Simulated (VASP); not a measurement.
# HfN (Fm-3m) in VASP: a series of runs, part 2 of 3

VASP 6.6.1. Earlier steps stand in the parts before.

**3. Vibrations by perturbation theory, PBEsol**

This run uses another cell than the first one, of 10.78 Å³/atom.

File INCAR:

```
PREC = Accurate
ENCUT = 520
EDIFF = 1E-8
ISMEAR = -1
SIGMA = 0.15
LREAL = False
LASPH = True
NELM = 60
ALGO = Normal
ISIF = 2
LWAVE = False
LCHARG = True
GGA = PS
NBANDS = 14
IBRION = 8
NSW = 1
```

File KPOINTS:

```
Automatic mesh
0
Gamma
  16 16 16
```

File POSCAR:

```
HfN
1.0
    0.0000000000      2.2092789544      2.2092789544
    2.2092789544      0.0000000000      2.2092789544
    2.2092789544      2.2092789544      0.0000000000
Hf N
1 1
Direct
    0.0000000000      0.0000000000      0.0000000000
    0.5000000000      0.5000000000      0.5000000000
```

Potentials or basis: VASP PAW PBE potentials, release 64 (Hf_pv, N).

Command:

```console
$ cat potpaw_PBE.64/Hf_pv/POTCAR potpaw_PBE.64/N/POTCAR > POTCAR
$ mpirun -np 1 vasp_std > vasp.out
```

OUTCAR:

```text
PREC = Accurate
   ENCUT = 520
   EDIFF = 1E-8
   ISMEAR = -1
   LREAL = False
   LASPH = True
   NELM = 60
   ISIF = 2
   GGA = PS
   IBRION = 8
   NSW = 1

 ion  position               nearest neighbor table
   1  0.000  0.000  0.000-   2 2.21   2 2.21   2 2.21   2 2.21   2 2.21   2 2.21
   2  0.500  0.500  0.500-   1 2.21   1 2.21   1 2.21   1 2.21   1 2.21   1 2.21

  LATTYP: Found a face centered cubic cell.
 ALAT       =     4.4185579088

  Lattice vectors:

 A1 = (   0.0000000000,   2.2092789544,   2.2092789544)
 A2 = (   2.2092789544,   0.0000000000,   2.2092789544)
 A3 = (   2.2092789544,   2.2092789544,   0.0000000000)

Analysis of symmetry for initial positions (statically):
=====================================================================
 Subroutine PRICEL returns:
 Original cell was already a primitive cell.

 Routine SETGRP: Setting up the symmetry group for a
 face centered cubic supercell.

 Subroutine GETGRP returns: Found 48 space group operations
 (whereof 48 operations were pure point group operations)
 out of a pool of 48 trial point group operations.

The static configuration has the point symmetry O_h .

Analysis of symmetry for dynamics (positions and initial velocities):
=====================================================================
 Subroutine PRICEL returns:
 Original cell was already a primitive cell.

 Routine SETGRP: Setting up the symmetry group for a
 face centered cubic supercell.

 Subroutine GETGRP returns: Found 48 space group operations
 (whereof 48 operations were pure point group operations)
 out of a pool of 48 trial point group operations.

The dynamic configuration has the point symmetry O_h .

 Subroutine INISYM returns: Found 48 space group operations
 (whereof 48 operations are pure point group operations),
 and found     1 'primitive' translations

----------------------------------------------------------------------------------------

                                     Primitive cell

  volume of cell :      21.5666

  direct lattice vectors                    reciprocal lattice vectors
     0.000000000  2.209278954  2.209278954    -0.226318184  0.226318184  0.226318184
     2.209278954  0.000000000  2.209278954     0.226318184 -0.226318184  0.226318184
     2.209278954  2.209278954  0.000000000     0.226318184  0.226318184 -0.226318184

  length of vectors
     3.124392260  3.124392260  3.124392260     0.391994593  0.391994593  0.391994593

  position of ions in fractional coordinates (direct lattice)
     0.000000000  0.000000000  0.000000000
     0.500000000  0.500000000  0.500000000

  ion indices of the primitive-cell ions
   primitive index   ion index
                 1           1
                 2           2

[... 142 lines left out ...]
     14      18.5033      0.00000
[... 377 lines left out ...]
      1     -22.1172      2.00000
      2     -22.0205      2.00000
      3     -21.9913      2.00000
      4      -8.7542      2.00000
      5       4.6734      2.00000
      6       5.0015      2.00000
      7       5.3544      2.00000
      8       8.5765      1.63287
      9       8.5802      1.62539
     10       9.0720      0.28103
     11      11.1835      0.00000
     12      12.0619      0.00000
     13      12.1829      0.00000
     14      19.3720      0.00000

 [... further k-points ...]

------------------------ aborting loop because EDIFF is reached ----------------------------------------

  FORCE on cell =-STRESS in cart. coord.  units (eV):
  Direction    XX          YY          ZZ          XY          YZ          ZX
  --------------------------------------------------------------------------------------
  -------------------------------------------------------------------------------------
  Total        2.1254672      2.1254672      2.1254672     -0.0000000      0.0000000      0.0000000
  in kB      157.9004344    157.9004344    157.9004344     -0.0000000      0.0000000      0.0000000
  external PRESSURE =     157.9004344 kB  Pullay stress =       0.0000000 kB

 VOLUME and BASIS-vectors are now :
 -----------------------------------------------------------------------------
  energy-cutoff  :      520.00
  volume of cell :       21.57
      direct lattice vectors                 reciprocal lattice vectors
     0.000000000  2.209278954  2.209278954    -0.226318184  0.226318184  0.226318184
     2.209278954  0.000000000  2.209278954     0.226318184 -0.226318184  0.226318184
     2.209278954  2.209278954  0.000000000     0.226318184  0.226318184 -0.226318184

 POSITION                                       TOTAL-FORCE (eV/Angst)
 -----------------------------------------------------------------------------------
      0.00000      0.00000      0.00000         0.000000     -0.000000      0.000000
      2.20928      2.20928      2.20928        -0.000000      0.000000     -0.000000
 -----------------------------------------------------------------------------------
    total drift:                                0.000000     -0.000000     -0.000000

  FREE ENERGIE OF THE ION-ELECTRON SYSTEM (eV)
  ---------------------------------------------------
  free  energy   TOTEN  =       -22.9638564002 eV

  energy  without entropy=      -22.9238118973  energy(sigma->0) =      -22.94383415

[... ionic steps 2 to 3 ...]

--------------------------------------- Ionic step        4  -------------------------------------------

------------------------ aborting loop because EDIFF is reached ----------------------------------------

[... ionic steps 5 to 6 ...]

--------------------------------------- Ionic step        7  -------------------------------------------

 Free energy of the ion-electron system (eV)
  ---------------------------------------------------
  ---------------------------------------------------
  free energy    TOTEN  =        -0.23324762 eV

  energy without entropy =       -0.23324761

------------------------ aborting loop because EDIFF is reached ----------------------------------------

 INTERNAL STRAIN TENSOR  FOR ION    2  DIRECTION 1   (eV/Angst):
 -----------------------------------------------------------------------------
     0.01631  0.00000 -0.00000
    -0.00000 -0.01087 -0.00000
     0.00000 -0.00000 -0.01087

 INTERNAL STRAIN TENSOR FOR ION    2 for displacements in x,y,z  (eV/Angst):
          X           Y           Z          XY          YZ          ZX
  --------------------------------------------------------------------------------
  x     0.00000     0.00000     0.00000     0.00000     0.00000     0.00000
  y     0.00000     0.00000     0.00000     0.00000     0.00000     0.00000
  z     0.00000     0.00000     0.00000     0.00000     0.00000     0.00000

 SECOND DERIVATIVES (NOT SYMMETRIZED)
 ------------------------------------
               1X          1Y          1Z          2X          2Y          2Z
  1X   -14.963068    0.000000    0.000000   14.963068    0.000000    0.000000
  1Y     0.000000  -14.963068    0.000000    0.000000   14.963068    0.000000
  1Z     0.000000    0.000000  -14.963068    0.000000    0.000000   14.963068
  2X    14.967251    0.000000    0.000000  -14.967251    0.000000    0.000000
  2Y     0.000000   14.967251    0.000000    0.000000  -14.967251    0.000000
  2Z     0.000000    0.000000   14.967251    0.000000    0.000000  -14.967251

 Eigenvectors and eigenvalues of the dynamical matrix
 ----------------------------------------------------

   1 f  =   16.785569 THz   105.466843 2PiTHz  559.906324 cm-1    69.419505 meV
             X         Y         Z           dx          dy          dz
      0.000000  0.000000  0.000000     0.000000    0.269661    0.000000
      2.209279  2.209279  2.209279     0.000000   -0.962955    0.000000
[... 21 lines left out ...]
   6 f/i=    0.000609 THz     0.003828 2PiTHz    0.020321 cm-1     0.002520 meV
             X         Y         Z           dx          dy          dz
      0.000000  0.000000  0.000000     0.000000   -0.962955    0.000000
      2.209279  2.209279  2.209279     0.000000   -0.269661    0.000000

--------------------------------------------------------------------------------------------------------

 ELASTIC MODULI CONTR FROM IONIC RELAXATION (kBar)
 Direction    XX          YY          ZZ          XY          YZ          ZX
 --------------------------------------------------------------------------------
 XX           0.0000      0.0000      0.0000      0.0000      0.0000      0.0000
 YY           0.0000      0.0000      0.0000      0.0000      0.0000      0.0000
 ZZ           0.0000      0.0000      0.0000      0.0000      0.0000      0.0000
 XY           0.0000      0.0000      0.0000      0.0000      0.0000      0.0000
 YZ           0.0000      0.0000      0.0000      0.0000      0.0000      0.0000
 ZX           0.0000      0.0000      0.0000      0.0000      0.0000      0.0000
 --------------------------------------------------------------------------------
```

OSZICAR:

```text
N       E                     dE             d eps       ncg     rms          rms(c)
DAV:   1     0.377617612650E+02    0.37762E+02   -0.78509E+03  4074   0.102E+03
DAV:   2    -0.238204864969E+02   -0.61582E+02   -0.57630E+02  5214   0.239E+02
[... 44 lines left out ...]
RMM:   8    -0.233247603212E+00   -0.26474E-05    0.22719E-09 17510   0.447E-04    0.536E-04
RMM:   9    -0.233247697095E+00   -0.93883E-07    0.68130E-10 17685   0.699E-05    0.785E-05
RMM:  10    -0.233247616858E+00    0.80237E-07   -0.64547E-09 18352   0.115E-05    0.110E-05
RMM:  11    -0.233247600035E+00    0.16823E-07   -0.50012E-09 16702   0.375E-06    0.155E-05
RMM:  12    -0.233247614692E+00   -0.14657E-07   -0.30121E-09 13912   0.199E-06    0.142E-06
RMM:  13    -0.233247615175E+00   -0.48334E-09   -0.42806E-11  9200   0.135E-06    0.744E-07
 Linear response finished
```

Run time: 2.4 min. Hardware: 1 thread of Intel Xeon Platinum 8488C (Sapphire Rapids), shared host; peak memory 0.38 GiB.

What came out:

```
Highest phonon frequency at Γ : 560 cm⁻¹
```

Phonon frequencies in cm⁻¹ (negative: imaginary):
| q point | frequencies |
| --- | --- |
| (0.000, 0.000, 0.000) | 0 0 0 560 560 560 |

Caveat: the cell stands under pressure or tension, which shifts response properties; the PAW data sets were made with another functional, which shifts forces and pressure a little; spin-orbit coupling is left out, which moves the levels of the heavy elements.

**4. Vibrations by perturbation theory, PBEsol**

This run uses another cell than the first one, of 11.14 Å³/atom.

INCAR: that of step 3 with these lines changed.

```diff
@@ -7,3 +7,3 @@
 LASPH = True
-NELM = 60
+NELM = 100
 ALGO = Normal
@@ -11,3 +11,3 @@
 LWAVE = False
-LCHARG = True
+LCHARG = False
 GGA = PS
```

KPOINTS is that of step 3.

File POSCAR:

```
HfN
1.0
    0.0000000000      2.2336017207      2.2336017207
    2.2336017207      0.0000000000      2.2336017207
    2.2336017207      2.2336017207      0.0000000000
Hf N
1 1
Direct
    0.0000000000      0.0000000000      0.0000000000
    0.5000000000      0.5000000000      0.5000000000
```

Potentials or basis: VASP PAW PBE potentials, release 64 (Hf_pv, N).

Command:

```console
$ cat potpaw_PBE.64/Hf_pv/POTCAR potpaw_PBE.64/N/POTCAR > POTCAR
$ mpirun -np 1 vasp_std > vasp.out
```

OUTCAR:

```text
PREC = Accurate
   ENCUT = 520
   EDIFF = 1E-8
   ISMEAR = -1
   LREAL = False
   LASPH = True
   NELM = 100
   ISIF = 2
   GGA = PS
   IBRION = 8
   NSW = 1

 ion  position               nearest neighbor table
   1  0.000  0.000  0.000-   2 2.23   2 2.23   2 2.23   2 2.23   2 2.23   2 2.23
   2  0.500  0.500  0.500-   1 2.23   1 2.23   1 2.23   1 2.23   1 2.23   1 2.23

  LATTYP: Found a face centered cubic cell.
 ALAT       =     4.4672034414

  Lattice vectors:

[... 662 lines left out ...]
               1X          1Y          1Z          2X          2Y          2Z
  1X   -13.191220    0.000000    0.000000   13.191220    0.000000    0.000000
  1Y     0.000000  -13.191220    0.000000    0.000000   13.191220    0.000000
  1Z     0.000000    0.000000  -13.191220    0.000000    0.000000   13.191220
  2X    13.204636    0.000000    0.000000  -13.204636    0.000000    0.000000
  2Y     0.000000   13.204636    0.000000    0.000000  -13.204636    0.000000
  2Z     0.000000    0.000000   13.204636    0.000000    0.000000  -13.204636

 Eigenvectors and eigenvalues of the dynamical matrix
 ----------------------------------------------------

   1 f  =   15.765823 THz    99.059585 2PiTHz  525.891236 cm-1    65.202174 meV
             X         Y         Z           dx          dy          dz
      0.000000  0.000000  0.000000    -0.190614   -0.190614    0.000000
      2.233602  2.233602  2.233602     0.680930    0.680930   -0.000000
[... 21 lines left out ...]
   6 f/i=    0.002080 THz     0.013070 2PiTHz    0.069386 cm-1     0.008603 meV
             X         Y         Z           dx          dy          dz
      0.000000  0.000000  0.000000     0.006609   -0.069062   -0.960479
      2.233602  2.233602  2.233602     0.001850   -0.019333   -0.268868

--------------------------------------------------------------------------------------------------------

 ELASTIC MODULI CONTR FROM IONIC RELAXATION (kBar)
 Direction    XX          YY          ZZ          XY          YZ          ZX
 --------------------------------------------------------------------------------
 XX           0.0000      0.0000      0.0000      0.0000      0.0000      0.0000
 YY           0.0000      0.0000      0.0000      0.0000      0.0000      0.0000
 ZZ           0.0000      0.0000      0.0000      0.0000      0.0000      0.0000
 XY           0.0000      0.0000      0.0000      0.0000      0.0000      0.0000
 YZ           0.0000      0.0000      0.0000      0.0000      0.0000      0.0000
 ZX           0.0000      0.0000      0.0000      0.0000      0.0000      0.0000
 --------------------------------------------------------------------------------
```

stdout:

```text
POSCAR found type information on POSCAR HfN
 POSCAR found :  2 types and       2 ions
 scaLAPACK will be used
 -----------------------------------------------------------------------------
|                                                                             |
|                                                                             |
|     You enforced a specific xc type in the INCAR file but a different       |
|     I HOPE YOU KNOW WHAT YOU ARE DOING!                                     |
|                                                                             |
 -----------------------------------------------------------------------------

 LDA part: xc-table for (Slater+PW92), standard interpolation
 POSCAR, INCAR and KPOINTS ok, starting setup
 FFT: planning ... GRIDC
 FFT: planning ... GRID_SOFT
 FFT: planning ... GRID
 WAVECAR not read
 entering main loop
 Linear response reoptimize wavefunctions to high precision
 Linear response DOF=           2
 Linear response progress:
 first order change of Fermi-energy   0.13150E-03
 force on displaced ion       1 direction 1 : -13.191   0.000   0.000
 Linear response progress:
 first order change of Fermi-energy   0.92025E-04
 force on displaced ion       2 direction 1 : -13.205   0.000   0.000
 Linear response finished
```

It took 2.7 min on 1 thread of Intel Xeon Platinum 8488C (Sapphire Rapids), shared host; peak memory 0.37 GiB.

Results:

| Property | Result |
| --- | --- |
| Highest phonon frequency at Γ | 526 cm⁻¹ |

Phonon frequencies in cm⁻¹ (negative: imaginary):
```tsv
q point	frequencies
(0.000, 0.000, 0.000)	0 0 0 526 526 526
```

Caveat: the cell stands under pressure or tension, which shifts response properties; the PAW data sets were made with another functional, which shifts forces and pressure a little; spin-orbit coupling is left out, which moves the levels of the heavy elements.

[end of part 2 of 3]
